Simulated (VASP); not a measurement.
Here is a VASP 6.6.1 calculation.

File INCAR:

```
SYSTEM = Ag
PREC     = Accurate       ! precision mode
ENCUT    = 520            ! plane-wave cutoff, eV
EDIFF    = 1E-6           ! SCF threshold, eV
ISMEAR   = -1             ! smearing method
SIGMA    = 0.06122561905347299 ! smearing width, eV
LREAL    = .False.        ! projectors in reciprocal space
LASPH    = .True.         ! aspherical terms in the spheres
NELM     = 80             ! most SCF steps
ALGO     = Normal         ! electronic algorithm
ISIF     = 2              ! what is computed and relaxed
LWAVE    = .False.        ! write WAVECAR
LCHARG   = .True.         ! write CHGCAR
GGA      = PE             ! functional
LELF     = .True.         ! ELF
LVHAR    = .True.       
NBANDS   = 12             ! bands
```

File KPOINTS:

```
Automatic mesh
0
Gamma
  16 16 16
  0 0 0
```

POSCAR

```
Ag
1.0
   -1.6398854273      1.6398854273      1.6398854273
    1.6398854273     -1.6398854273      1.6398854273
    1.6398854273      1.6398854273     -1.6398854273
Ag
1
Direct
    0.0000000000      0.0000000000      0.0000000000
```

Potentials or basis: VASP PAW PBE potentials, release 64 (Ag).

Command:

```bash
$ cat potpaw_PBE.64/Ag/POTCAR > POTCAR
$ mpirun -np 1 vasp_std > vasp.out
```

Problem. What does it give for the pressure?

Solution. 1.8 GPa.
